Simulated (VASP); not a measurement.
# Ba (Im-3m) in VASP: a series of runs

The runs below take Ba through single point, with PBE, RPBE+D3(BJ).

Program: VASP 6.6.1. These are calculated values, not measurements. Logs are shortened: lines on timing, memory, paths and dates and some standing lists are left out, and cuts for length are marked.

### Step 1. The cell of the first run

Symmetry: Im-3m, No. 229, cubic system. The conventional cell has a = 5.079 Å, b = 5.079 Å, c = 5.079 Å, α = 90.00°, β = 90.00°, γ = 90.00°. Within 5.8 Å of Ba (site symmetry m-3m) lie 14 Ba at 4.40 to 5.08 Å.

### Step 2. Single point, PBE

Contents of INCAR:

```
PREC     = Accurate       # precision mode
ENCUT    = 520            # plane-wave cutoff, eV
EDIFF    = 1E-7           # SCF threshold, eV
ISMEAR   = -5             # smearing method
SIGMA    = 0.05           # smearing width, eV
LREAL    = F              # projectors in reciprocal space
LASPH    = T              # aspherical terms in the spheres
NELM     = 100            # most SCF steps
ALGO     = Fast           # electronic algorithm
ISIF     = 2              # what is computed and relaxed
LWAVE    = F              # write WAVECAR
LCHARG   = T              # write CHGCAR
GGA      = PE             # functional
LELF     = T              # ELF
LVHAR    = T            
NBANDS   = 11             # bands
```

Contents of KPOINTS:

```
regular mesh
0
Gamma
  8 8 8
```

Contents of POSCAR:

```
Ba
1.0
    4.3985153930      0.0000000000      0.0000000000
   -1.4661717973      4.1469600822      0.0000000000
   -1.4661717973     -2.0734800404      3.5913727801
Ba
1
Direct
    0.0000000000      0.0000000000      0.0000000000
```

Potentials or basis: VASP PAW PBE potentials, release 64 (Ba_sv).

Started as:

```bash
cat potpaw_PBE.64/Ba_sv/POTCAR > POTCAR
mpirun -np 1 vasp_std > vasp.out
```

OUTCAR:

```text
PREC = Accurate
   ENCUT = 520
   EDIFF = 1E-7
   ISMEAR = -5
   LREAL = F
   LASPH = T
   NELM = 100
   ISIF = 2
   GGA = PE

 ion  position               nearest neighbor table
   1  0.000  0.000  0.000-

  LATTYP: Found a body centered cubic cell.
 ALAT       =     5.0789680924

  Lattice vectors:

 A1 = (   4.3985153930,   0.0000000000,   0.0000000000)
 A2 = (  -1.4661717973,   4.1469600822,   0.0000000000)
 A3 = (  -1.4661717973,  -2.0734800404,   3.5913727801)

Analysis of symmetry for initial positions (statically):
=====================================================================
 Subroutine PRICEL returns:
 Original cell was already a primitive cell.

 Routine SETGRP: Setting up the symmetry group for a
 body centered cubic supercell.

 Subroutine GETGRP returns: Found 48 space group operations
 (whereof 48 operations were pure point group operations)
 out of a pool of 48 trial point group operations.

The static configuration has the point symmetry O_h .

Analysis of symmetry for dynamics (positions and initial velocities):
=====================================================================
 Subroutine PRICEL returns:
 Original cell was already a primitive cell.

 Routine SETGRP: Setting up the symmetry group for a
 body centered cubic supercell.

 Subroutine GETGRP returns: Found 48 space group operations
 (whereof 48 operations were pure point group operations)
 out of a pool of 48 trial point group operations.

The dynamic configuration has the point symmetry O_h .

 Subroutine INISYM returns: Found 48 space group operations
 (whereof 48 operations are pure point group operations),
 and found     1 'primitive' translations

----------------------------------------------------------------------------------------

                                     Primitive cell

  volume of cell :      65.5083

  direct lattice vectors                    reciprocal lattice vectors
     4.398515393  0.000000000  0.000000000     0.227349437  0.080380164  0.139222529
    -1.466171797  4.146960082  0.000000000     0.000000000  0.241140493  0.139222529
    -1.466171797 -2.073480040  3.591372780     0.000000000  0.000000000  0.278445057

  length of vectors
     4.398515393  4.398515393  4.398515393     0.278445057  0.278445057  0.278445057

  position of ions in fractional coordinates (direct lattice)
     0.000000000  0.000000000  0.000000000

  ion indices of the primitive-cell ions
   primitive index   ion index
                 1           1

----------------------------------------------------------------------------------------

 KPOINTS: regular mesh

Automatic generation of k-mesh.
 Grid dimensions read from file:
 generate k-points for:    8    8    8

 Generating k-lattice:

  Cartesian coordinates                     Fractional coordinates (reciprocal lattice)
     0.028418680  0.010047521  0.017402816     0.125000000 -0.000000000  0.000000000
     0.000000000  0.030142562  0.017402816     0.000000000  0.125000000 -0.000000000
     0.000000000  0.000000000  0.034805632     0.000000000  0.000000000  0.125000000

  Length of vectors
     0.034805632  0.034805632  0.034805632

  Shift w.r.t. Gamma in fractional coordinates (k-lattice)
     0.000000000  0.000000000  0.000000000

 TETIRR: Found    513 inequivalent tetrahedra from     3072

 Subroutine IBZKPT returns following result:
 ===========================================

 Found     29 irreducible k-points:

 Following reciprocal coordinates:
            Coordinates               Weight
  0.000000  0.000000  0.000000      1.000000
  0.125000  0.000000  0.000000     12.000000
  0.250000  0.000000  0.000000     12.000000
  0.375000  0.000000  0.000000     12.000000
  0.500000  0.000000  0.000000      6.000000
  0.125000  0.125000  0.000000     24.000000
[... 16 lines left out ...]
 -0.250000  0.250000  0.250000      6.000000
 -0.375000  0.375000  0.250000     24.000000
 [... further k-points ...]
   k-points           NKPTS =     29   k-points in BZ     NKDIM =     29   number of bands    NBANDS=     11
   number of dos      NEDOS =    301   number of ions     NIONS =      1
   total plane-waves  NPLWV =  46656
   dimension x,y,z NGX =    36 NGY =   36 NGZ =   36
   dimension x,y,z NGXF=    72 NGYF=   72 NGZF=   72
   ions per type =               1
   NGX,Y,Z   is equivalent  to a cutoff of  13.61, 13.61, 13.61 a.u.
   NGXF,Y,Z  is equivalent  to a cutoff of  27.21, 27.21, 27.21 a.u.
 SYSTEM =  unknown system
   PREC   = accura    normal or accurate (medium, high low for compatibility)
   ISTART =      0    job   : 0-new  1-cont  2-samecut
   ICHARG =      2    charge: 1-file 2-atom 10-const
   ISPIN  =      1    spin polarized calculation?
   LNONCOLLINEAR =      F non collinear calculations
   LSORBIT =      F    spin-orbit coupling
   LASPH  =      T    aspherical Exc in radial PAW
   ENCUT  =  520.0 eV  38.22 Ry    6.18 a.u.   8.18  8.18  8.18*2*pi/ulx,y,z
   NELM   =    100;   NELMIN=  2; NELMDL= -5     # of ELM steps
   EDIFF  = 0.1E-06   stopping-criterion for ELM
   LREAL  =      F    real-space projection
   EDIFFG = 0.1E-05   stopping-criterion for IOM
   NSW    =      0    number of steps for IOM
   IBRION =     -1    ionic relax: 0-MD 1-quasi-New 2-CG
   NFREE  =      0    steps in history (QN), initial steepest desc. (CG)
   ISIF   =      2    stress and relaxation
   ISYM   =      2    0-nonsym 1-usesym 2-fastsym
   POTIM  = 0.5000    time-step for ionic-motion
   TEBEG  =    0.0;   TEEND  =   0.0 temperature during run
   PSTRESS=    0.0 pullay stress
   NELECT =      10.0000    total number of electrons
   NUPDOWN=      -1.0000    fix difference up-down
   EMIN   =  10.00;   EMAX   =-10.00  energy-range for DOS
   EFERMI =   0.00;   METHOD = LEGACY
   ISMEAR =    -5;   SIGMA  =   0.05  broadening in eV -4-tet -1-fermi 0-gaus
   EFERMI_NEDOS =   21; number of points for ismear=-14 and -15
   IALGO  =     68    algorithm
   IMIX   =      4    mixing-type and parameters
     AMIX     =   0.40;   BMIX     =  1.00
     AMIX_MAG =   1.60;   BMIX_MAG =  1.00
  volume/ion in A,a.u.               =      65.51       442.07
  Fermi-wavevector in a.u.,A,eV,Ry     =   0.874935  1.653388 10.415424  0.765512
  Thomas-Fermi vector in A             =   1.994536
   LORBIT       =      0    0 simple, 1 ext, 2 COOP (PROOUT), +10 PAW based schemes
   GGA     = PE    functional components
   LHFCALC =     F    Hartree Fock is set to
   AEXX    =    0.0000 exact exchange contribution
   IVDW    =     0    specifies the selected vdW correction
   LEPSILON=     F    determine dielectric tensor
   LRPA    =     F    only Hartree local field effects (RPA)
 non-spin polarized calculation
 RMM-DIIS sequential band-by-band and
 Fermi weights with tetrahedron method with Bloechl corrections
  energy-cutoff  :      520.00
  volume of cell :       65.51
 maximum number of plane-waves:      1830
 NGX is ok and might be reduce to    36
   NGX = 17   NGY = 17   NGZ = 17

 number of electron      10.0000000 magnetization

 Free energy of the ion-electron system (eV)
  ---------------------------------------------------
  ext. energy  EPLUGINS =         0.00000000
  ---------------------------------------------------
  free energy    TOTEN  =        -1.90852755 eV

  energy without entropy =       -1.90852755  energy(sigma->0) =       -1.90852755

 E-fermi :   1.4751     XC(G=0):  -7.2866

 val. band max:        1.4122855491   @ k =  -0.3750   0.5000   0.2500
 cond. band min:       1.4663754408   @ k =  -0.3750   0.5000   0.2500
 fundamental gap:      0.0540898917
 Fermi energy:         1.4751469987

 k-point     1 :       0.0000    0.0000    0.0000
  band No.  band energies     occupation
      1     -27.4333      2.00000
      2     -12.4027      2.00000
      3     -12.4027      2.00000
      4     -12.4027      2.00000
      5      -1.2116      2.00000
      6       3.3028      0.00000
      7       3.3028      0.00000
      8       3.3028      0.00000
      9       4.6578      0.00000
     10       4.6578      0.00000
     11       8.3395      0.00000

 k-point     2 :       0.1250    0.0000    0.0000
  band No.  band energies     occupation
      1     -27.4280      2.00000
      2     -12.4657      2.00000
      3     -12.4224      2.00000
      4     -12.4030      2.00000
      5      -0.9371      2.00000
      6       3.0887      0.00000
      7       3.1564      0.00000
      8       3.5857      0.00000
      9       4.3868      0.00000
     10       4.6476      0.00000
     11       8.6246      0.00000

 k-point     3 :       0.2500    0.0000    0.0000
  band No.  band energies     occupation
      1     -27.4151      2.00000
      2     -12.6121      2.00000
      3     -12.4692      2.00000
      4     -12.4038      2.00000
      5      -0.2359      2.00000
      6       2.6517      0.00000
      7       2.6693      0.00000
      8       4.4019      0.00000
      9       4.4198      0.00000
     10       4.7163      0.00000
     11       8.5979      0.00000

 k-point     4 :       0.3750    0.0000    0.0000
  band No.  band energies     occupation
      1     -27.4022      2.00000
      2     -12.7517      2.00000
      3     -12.5151      2.00000
      4     -12.4047      2.00000
      5       0.4533      2.00000
      6       2.3340      0.00000
      7       2.4489      0.00000
      8       4.6352      0.00000
      9       4.9615      0.00000
     10       5.6200      0.00000
     11       7.5959      0.00000
[... 239 lines left out ...]
 k-point    22 :       0.2500    0.2500    0.2500
  band No.  band energies     occupation
      1     -27.3945      2.00000
      2     -12.6054      2.00000
      3     -12.6054      2.00000
      4     -12.6054      2.00000
      5       2.0059     -0.27402
      6       2.0059      0.00000
      7       2.0059      0.00000
      8       5.1065      0.00000
      9       5.2658      0.00000
     10       5.2658      0.00000
     11       8.0590      0.00000

 k-point    23 :      -0.2500    0.2500    0.2500
  band No.  band energies     occupation
      1     -27.3992      2.00000
      2     -12.6197      2.00000
      3     -12.5410      2.00000
      4     -12.5410      2.00000
      5       0.5808      2.00000
      6       2.2816     -0.01706
      7       3.3331      0.00000
      8       3.3331      0.00000
      9       4.3748      0.00000
     10       5.0138      0.00000
     11       8.2941      0.00000

 k-point    24 :      -0.3750    0.3750    0.2500
  band No.  band energies     occupation
      1     -27.3879      2.00000
      2     -12.7044      2.00000
      3     -12.5906      2.00000
      4     -12.5529      2.00000
      5       1.1485      2.00492
      6       1.7687     -0.04930
      7       3.3374      0.00000
      8       3.5488      0.00000
      9       4.9216      0.00000
     10       5.3379      0.00000
     11       8.3714      0.00000

 [... further k-points ...]
[... 5 lines left out ...]
  --------------------------------------------------------------------------------------
  -------------------------------------------------------------------------------------
  Total       -0.0752931     -0.0752931     -0.0752931     -0.0000000     -0.0000000     -0.0000000
  in kB       -1.8414905     -1.8414905     -1.8414905     -0.0000000     -0.0000000     -0.0000000
  external PRESSURE =      -1.8414905 kB  Pullay stress =       0.0000000 kB

 VOLUME and BASIS-vectors are now :
 -----------------------------------------------------------------------------
  energy-cutoff  :      520.00
  volume of cell :       65.51
      direct lattice vectors                 reciprocal lattice vectors
     4.398515393  0.000000000  0.000000000     0.227349437  0.080380164  0.139222529
    -1.466171797  4.146960082  0.000000000     0.000000000  0.241140493  0.139222529
    -1.466171797 -2.073480040  3.591372780     0.000000000  0.000000000  0.278445057

 POSITION                                       TOTAL-FORCE (eV/Angst)
 -----------------------------------------------------------------------------------
      0.00000      0.00000      0.00000         0.000000     -0.000000      0.000000
 -----------------------------------------------------------------------------------
    total drift:                                0.000000      0.000000     -0.000000

  FREE ENERGIE OF THE ION-ELECTRON SYSTEM (eV)
  ---------------------------------------------------
  free  energy   TOTEN  =        -1.9085275543 eV

  energy  without entropy=       -1.9085275543  energy(sigma->0) =       -1.90852755
```

Wall time 50 s (1 thread of Intel Xeon 8259CL, shared host); peak memory 0.21 GiB.

Results:

* Free energy: -1.9085 eV
* Pressure: -0.2 GPa
* Band gap on the k mesh: zero (band 5 reaches 2.01 eV, above the bottom of band 6 at 1.03 eV)

Levels at points of the mesh, in eV from the Fermi level:
```
           k point  band 3  band 4  band 5  band 6  band 7  band 8
(0.00, 0.00, 0.00)  -13.88  -13.88   -2.69    1.83    1.83    1.83
(0.50, 0.00, 0.00)  -14.01  -13.88   -0.82    0.74    1.18    3.13
(0.50, 0.50, 0.50)  -14.16  -14.16   -0.45   -0.45    4.21    4.21
```

Caveat: spin-orbit coupling is left out, which moves the levels of the heavy elements; tetrahedron occupations give inexact forces and stress in metals.

### Step 3. Single point, PBE

This run uses another cell than the first one, of 66.77 Å³/atom, 1.019 times its volume.

Contents of INCAR:

```
SYSTEM = Ba
PREC = Accurate
ENCUT = 520
EDIFF = 1E-6
ISMEAR = -5
SIGMA = 0.05
LREAL = .False.
LASPH = .True.
NELM = 100
ALGO = Normal
ISIF = 2
LWAVE = .False.
LCHARG = .False.
GGA = PE
NBANDS = 11
```

Contents of KPOINTS:

```
regular mesh
0
Gamma
  8 8 8
  0 0 0
```

Contents of POSCAR:

```
Ba
1.0
    4.4265321699      0.0000000000      0.0000000000
   -1.4755107230      4.1733745528      0.0000000000
   -1.4755107230     -2.0866872757      3.6142483827
Ba
1
Direct
    0.0000000000      0.0000000000      0.0000000000
```

Potentials or basis: VASP PAW PBE potentials, release 64 (Ba_sv).

Started as:

```bash
cat potpaw_PBE.64/Ba_sv/POTCAR > POTCAR
mpirun -np 1 vasp_std > vasp.out
```

Run time: 35 s. Hardware: 1 thread of Intel Xeon 8259CL, shared host; peak memory 0.2 GiB.

Results (log left out):

```yaml
Free_energy: -1.9058 eV
Pressure: -0.3 GPa
Band_gap_on_the_k_mesh: zero (band 5 reaches 1.93 eV, above the bottom of band 6 at 0.99 eV)
```

Levels at points of the mesh, in eV from the Fermi level:
```tsv
k point	band 1	band 2	band 3	band 4	band 5	band 6	band 7	band 8	band 9	band 10
(0.00, 0.00, 0.00)	-28.94	-13.92	-13.92	-13.92	-2.68	1.80	1.80	1.80	3.13	3.13
(0.50, 0.00, 0.00)	-28.91	-14.30	-14.05	-13.92	-0.81	0.74	1.13	3.08	3.63	4.96
(0.50, 0.50, 0.50)	-28.89	-14.19	-14.19	-14.19	-0.42	-0.42	4.12	4.12	4.12	4.51
```

Caveat: spin-orbit coupling is left out, which moves the levels of the heavy elements; tetrahedron occupations give inexact forces and stress in metals.

### Step 4. Single point, RPBE+D3(BJ), non-collinear spin, zero start, spin-orbit coupling (volume scaled by 0.94)

Contents of INCAR:

```
  PREC = Accurate
  ENCUT = 520
  EDIFF = 1E-6
  ISMEAR = 0
  SIGMA = 0.1
  LREAL = False
  LASPH = True
  NELM = 150
  ALGO = Normal
  ISIF = 2
  LWAVE = False
  LCHARG = False
  LNONCOLLINEAR = True
  MAGMOM = 0 0 0
  LORBIT = 11
  LSORBIT = True
  GGA_COMPAT = False
  LORBMOM = True
  GGA = RP
  IVDW = 12
  NBANDS = 21
```

Contents of KPOINTS:

```
regular mesh
0
Gamma
  6 6 6
```

Contents of POSCAR:

```
Ba
1.0
   -2.4553325815      2.4553325815      2.4553325815
    2.4553325815     -2.4553325815      2.4553325815
    2.4553325815      2.4553325815     -2.4553325815
Ba
1
Direct
    0.0000000000      0.0000000000      0.0000000000
```

Started as:

```bash
cat potpaw_PBE.64/Ba_sv/POTCAR > POTCAR
mpirun -np 1 vasp_ncl > vasp.out
```

It took 78 s on 1 thread of Intel Xeon 8259CL, shared host; peak memory 0.31 GiB.

It converged, with:

| Item | Value |
| --- | --- |
| Free energy | -3.2871 eV |
| Pressure | -5.9 GPa |
| Net moment | 0.00 μB per cell |
| Valence electrons inside the program's atomic spheres | Ba 7.92 |
| Dispersion energy per atom | -1.446 eV |

Moments on the atoms (μB; x, y, z):
```
Ba  0.00 0.00 0.00
```

Caveat: the cell differs from its parent crystal (volume scaled by 0.94); the PAW data sets were made with another functional, which shifts forces and pressure a little.

### Step 5. Overview

| level | spin | cell | k mesh | smearing | gap on the mesh (eV) | pressure (GPa) |
| --- | --- | --- | --- | --- | --- | --- |
| PBE | off | a = 4.399 Å, angles 109.5°, 1 atom | 8 × 8 × 8 | tetrahedron | none | -0.2 |
| PBE | off | a = 4.427 Å, angles 109.5°, 1 atom | 8 × 8 × 8 | tetrahedron | none | -0.3 |
| RPBE+D3(BJ) | non-collinear, zero start, SOC | a = 4.253 Å, angles 109.5°, 1 atom | 6 × 6 × 6 | gaussian 0.1 eV | - | -5.9 |

Alike in all rows: task single point; potentials or basis VASP PAW PBE potentials, release 64 (Ba_sv); cutoff (eV) 520.

Caveats: spin-orbit coupling is left out, which moves the levels of the heavy elements (some runs); tetrahedron occupations give inexact forces and stress in metals (some runs); the PAW data sets were made with another functional, which shifts forces and pressure a little (some runs).

Total energies depend on the potentials used, so only differences within one code and one set of settings carry meaning.
